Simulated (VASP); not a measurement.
# InWS4 (P4/mmm) in VASP: relaxation of cell and atoms with PBE

Aim: the relaxation of cell and atoms of InWS4 with PBE.

Everything below comes from runs of VASP 6.6.1. Logs are shortened: lines on timing, memory, paths and dates and some standing lists are left out, and cuts for length are marked.

## 1. The cell of the first run

Symmetry: P4/mmm, No. 123, tetragonal system. The conventional cell has a = 4.914 Å, b = 4.914 Å, c = 5.684 Å, α = 90.00°, β = 90.00°, γ = 90.00°. In (site symmetry 4/mmm) has 4 S at 2.46 Å and 2 W at 2.84 Å within 3.2 Å. W (site symmetry 4/mmm) has 2 In at 2.84 Å and 12 S at 3.47 to 3.76 Å within 3.8 Å. Within 3.8 Å of S (site symmetry 4/mmm) lie 10 S at 2.84 to 3.76 Å and 4 W at 3.47 Å. S (site symmetry mmm) has 2 In at 2.46 Å and 2 S at 2.46 Å within 3.2 Å. Within 3.2 Å of S (site symmetry 4/mmm) lie 6 S at 2.46 to 2.84 Å.

The cell was built from a structure type or drawn by symmetry, and may not be a known phase.

## 2. Relaxation of cell and atoms, PBE, collinear spin

INCAR

```
PREC     = Accurate       # precision mode
ENCUT    = 600            # plane-wave cutoff, eV
EDIFF    = 1E-6           # SCF threshold, eV
ISMEAR   = 0              # smearing method
SIGMA    = 0.1            # smearing width, eV
LREAL    = F              # projectors in reciprocal space
LASPH    = T              # aspherical terms in the spheres
NELM     = 150            # most SCF steps
ALGO     = Fast           # electronic algorithm
ISIF     = 3              # what is computed and relaxed
LWAVE    = F              # write WAVECAR
LCHARG   = F              # write CHGCAR
ISPIN    = 2              # spin polarisation
MAGMOM   = 0 3.07 -0.3 0 0 0 # initial moments
LORBIT   = 11             # projections on sites
LMAXMIX  = 4              # l up to which the mixer works
GGA      = PE             # functional
IBRION   = 2              # ionic algorithm
NSW      = 90             # ionic steps
EDIFFG   = -0.04          # ionic threshold
```

KPOINTS

```
Automatic mesh
0
Gamma
  4 4 4
```

POSCAR

```
InWS4
1.0
    4.9140215336      0.0000000000      0.0000000000
    0.0000000000      4.9140215336      0.0000000000
    0.0000000000      0.0000000000      5.6842291662
In W S
1 1 4
Direct
    0.5000000000      0.5000000000      0.0000000000
    0.5000000000      0.5000000000      0.5000000000
    0.0000000000      0.0000000000      0.5000000000
    0.0000000000      0.5000000000      0.0000000000
    0.5000000000      0.0000000000      0.0000000000
    0.0000000000      0.0000000000      0.0000000000
```

Potentials or basis: VASP PAW PBE potentials, release 64 (In_d, W_sv, S).

Command:

```bash
$ cat potpaw_PBE.64/In_d/POTCAR potpaw_PBE.64/W_sv/POTCAR potpaw_PBE.64/S/POTCAR > POTCAR
$ mpirun -np 1 vasp_std > vasp.out
```

OUTCAR:

```text
PREC = Accurate
   ENCUT = 600
   EDIFF = 1E-6
   ISMEAR = 0
   LREAL = F
   LASPH = T
   NELM = 150
   ISIF = 3
   ISPIN = 2
   LORBIT = 11
   GGA = PE
   IBRION = 2
   NSW = 90
   EDIFFG = -0.04

 ion  position               nearest neighbor table
   1  0.500  0.500  0.000-   4 2.46   5 2.46   5 2.46   4 2.46   2 2.84   2 2.84
   2  0.500  0.500  0.500-   1 2.84   1 2.84
   3  0.000  0.000  0.500-
   4  0.000  0.500  0.000-   1 2.46   6 2.46   6 2.46   1 2.46
   5  0.500  0.000  0.000-   1 2.46   6 2.46   1 2.46   6 2.46
   6  0.000  0.000  0.000-   4 2.46   5 2.46   4 2.46   5 2.46

  LATTYP: Found a simple tetragonal cell.
 ALAT       =     4.9140215336
 C/A-ratio  =     1.1567367231

  Lattice vectors:

 A1 = (   4.9140215336,   0.0000000000,   0.0000000000)
 A2 = (   0.0000000000,   4.9140215336,   0.0000000000)
 A3 = (   0.0000000000,   0.0000000000,   5.6842291662)

Analysis of symmetry for initial positions (statically):
=====================================================================
 Subroutine PRICEL returns:
 Original cell was already a primitive cell.

 Routine SETGRP: Setting up the symmetry group for a
 simple tetragonal supercell.

 Subroutine GETGRP returns: Found 16 space group operations
 (whereof 16 operations were pure point group operations)
 out of a pool of 16 trial point group operations.

The static configuration has the point symmetry D_4h.

Analysis of symmetry for dynamics (positions and initial velocities):
=====================================================================
 Subroutine PRICEL returns:
 Original cell was already a primitive cell.

 Routine SETGRP: Setting up the symmetry group for a
 simple tetragonal supercell.

 Subroutine GETGRP returns: Found 16 space group operations
 (whereof 16 operations were pure point group operations)
 out of a pool of 16 trial point group operations.

The dynamic configuration has the point symmetry D_4h.

Analysis of structural, dynamic, and magnetic symmetry:
=====================================================================
 Subroutine PRICEL returns:
 Original cell was already a primitive cell.

 Routine SETGRP: Setting up the symmetry group for a
 simple tetragonal supercell.

 Subroutine GETGRP returns: Found 16 space group operations
 (whereof 16 operations were pure point group operations)
 out of a pool of 16 trial point group operations.

[... 120 lines left out ...]
     AMIX     =   0.40;   BMIX     =  1.00
     AMIX_MAG =   1.60;   BMIX_MAG =  1.00
  volume/ion in A,a.u.               =      22.88       154.38
  Fermi-wavevector in a.u.,A,eV,Ry     =   1.176927  2.224070 18.846219  1.385158
  Thomas-Fermi vector in A             =   2.313283
   LORBIT       =     11    0 simple, 1 ext, 2 COOP (PROOUT), +10 PAW based schemes
   GGA     = PE    functional components
   LHFCALC =     F    Hartree Fock is set to
   AEXX    =    0.0000 exact exchange contribution
   IVDW    =     0    specifies the selected vdW correction
   LEPSILON=     F    determine dielectric tensor
   LRPA    =     F    only Hartree local field effects (RPA)
 conjugate gradient relaxation of ions
 spin polarized calculation
 RMM-DIIS sequential band-by-band and
 Gauss-broadening in eV      SIGMA  =   0.10
  energy-cutoff  :      600.00
  volume of cell :      137.26
 maximum number of plane-waves:      4612
 NGX is ok and might be reduce to    40
   NGX = 19   NGY = 19   NGZ = 23

--------------------------------------- Ionic step        1  -------------------------------------------

 number of electron      51.0000010 magnetization       3.7539478

 Free energy of the ion-electron system (eV)
  ---------------------------------------------------
  ext. energy  EPLUGINS =         0.00000000
  ---------------------------------------------------
  free energy    TOTEN  =       -24.43334503 eV

  energy without entropy =      -24.41780787  energy(sigma->0) =      -24.42557645

------------------------ aborting loop because EDIFF is reached ----------------------------------------

  FORCE on cell =-STRESS in cart. coord.  units (eV):
  Direction    XX          YY          ZZ          XY          YZ          ZX
  --------------------------------------------------------------------------------------
  -------------------------------------------------------------------------------------
  Total        1.4374479      1.4374479     -1.4220804      0.0000000      0.0000000      0.0000000
  in kB       16.7786496     16.7786496    -16.5992724      0.0000000      0.0000000      0.0000000
  external PRESSURE =       5.6526756 kB  Pullay stress =       0.0000000 kB
[... 107 lines left out ...]
--------------------------------------- Ionic step        4  -------------------------------------------

 number of electron      51.0000010 magnetization       3.6266500

 Free energy of the ion-electron system (eV)
  ---------------------------------------------------
  ext. energy  EPLUGINS =         0.00000000
  ---------------------------------------------------
  free energy    TOTEN  =       -24.47324280 eV

  energy without entropy =      -24.46016830  energy(sigma->0) =      -24.46670555

 E-fermi :   5.0248     XC(G=0):  -9.7386

 val. band max:        5.0154782451   @ k =   0.5000   0.2500   0.0000
 cond. band min:       5.0512212514   @ k =   0.2500   0.0000   0.5000
 fundamental gap:      0.0357430063
 Fermi energy:         5.0247983235

 spin component 1

 k-point     1 :       0.0000    0.0000    0.0000
  band No.  band energies     occupation
      1     -69.4955      1.00000
      2     -33.9958      1.00000
      3     -33.9958      1.00000
      4     -33.7548      1.00000
      5     -10.8040      1.00000
      6     -10.2186      1.00000
[... 601 lines left out ...]
     30       4.4412      1.00000
     31       4.5150      1.00000
 Fermi energy:         5.0247983235

 spin component 2

 k-point     1 :       0.0000    0.0000    0.0000
  band No.  band energies     occupation
      1     -68.1562      1.00000
      2     -32.1125      1.00000
      3     -32.1125      1.00000
      4     -32.0709      1.00000
      5     -10.7913      1.00000
      6     -10.2211      1.00000
[... 634 lines left out ...]
  FREE ENERGIE OF THE ION-ELECTRON SYSTEM (eV)
  ---------------------------------------------------
  free  energy   TOTEN  =       -24.4732427956 eV

  energy  without entropy=      -24.4601682976  energy(sigma->0) =      -24.46670555

 reached required accuracy - stopping structural energy minimisation

 total charge

# of ion       s       p       d       tot
------------------------------------------
    1        0.862   0.794   9.952  11.608
    2        2.323   6.002   3.346  11.670
    3        1.391   2.112   0.000   3.503
    4        1.385   2.261   0.000   3.646
    5        1.385   2.261   0.000   3.646
    6        1.432   2.035   0.000   3.467
--------------------------------------------------
tot          8.777  15.465  13.298  37.540

 magnetization (x)

# of ion       s       p       d       tot
------------------------------------------
    1       -0.034  -0.010   0.019  -0.025
    2        0.106   0.017   2.764   2.887
    3        0.003  -0.182   0.000  -0.179
    4        0.003   0.020   0.000   0.023
    5        0.003   0.020   0.000   0.023
    6        0.001   0.017   0.000   0.018
--------------------------------------------------
tot          0.081  -0.117   2.783   2.748
```

CONTCAR:

```text
InWS4
   1.00000000000000
     4.9816220029514033    0.0000000000000000    0.0000000000000000
    -0.0000000000000000    4.9816220029514033   -0.0000000000000000
     0.0000000000000000    0.0000000000000000    5.5414248016712948
  In              W               S
     1     1     4
Direct
     0.5000000000000000    0.5000000000000000    1.0000000000000000
     0.5000000000000000    0.5000000000000000    0.5000000000000000
     0.0000000000000000    0.0000000000000000    0.5000000000000000
     1.0000000000000000    0.5000000000000000    1.0000000000000000
     0.5000000000000000    0.0000000000000000    0.0000000000000000
     0.0000000000000000    0.0000000000000000    0.0000000000000000

  0.00000000E+00  0.00000000E+00  0.00000000E+00
  0.00000000E+00  0.00000000E+00  0.00000000E+00
  0.00000000E+00  0.00000000E+00  0.00000000E+00
  0.00000000E+00  0.00000000E+00  0.00000000E+00
  0.00000000E+00  0.00000000E+00  0.00000000E+00
  0.00000000E+00  0.00000000E+00  0.00000000E+00
```

Wall time 18 min (1 thread of Oxide Virtual Turin-like, shared host); peak memory 0.41 GiB.

Results:

| Item | Value |
| --- | --- |
| Free energy | -24.4732 eV |
| Relaxed volume | 22.92 Å³/atom |
| Relaxed cell | a = 4.982 Å, b = 4.982 Å, c = 5.541 Å, α = 90.00°, β = 90.00°, γ = 90.00° |
| Space group after relaxing (to 0.1 Å) | P4/mmm (No. 123) |
| Energy gained by relaxing | 6.6 meV/atom |
| Ionic steps | 4 |
| Pressure after relaxing | 0.0 GPa |
| Net moment | 3.63 μB per cell |
| Site moments | In -0.03; W +2.89; S -0.18, +0.02 (each value once) μB |
| Valence electrons inside the program's atomic spheres | In 11.61; W 11.67; S 3.50, 3.65, 3.47 (each value once) |

The path:
```csv
step,energy change (eV),largest force (eV/Å),pressure (GPa),volume (Å³)
1,0.0000,0.0000,0.57,137.26
2,-0.0325,0.0000,-0.41,138.85
3,-0.0347,0.0000,-0.70,139.33
4,-0.0399,0.0000,-0.03,137.52
```

Final structure:
```
In W S
1.0
     4.98162    0.00000    0.00000
     0.00000    4.98162    0.00000
     0.00000    0.00000    5.54142
In W S
1 1 4
Direct
  0.50000 0.50000 0.00000
  0.50000 0.50000 0.50000
  0.00000 0.00000 0.50000
  0.00000 0.50000 0.00000
  0.50000 0.00000 0.00000
  0.00000 0.00000 0.00000
```

Caveat: the highest band is partly filled, so the run has too few bands; spin-orbit coupling is left out, which moves the levels of the heavy elements.
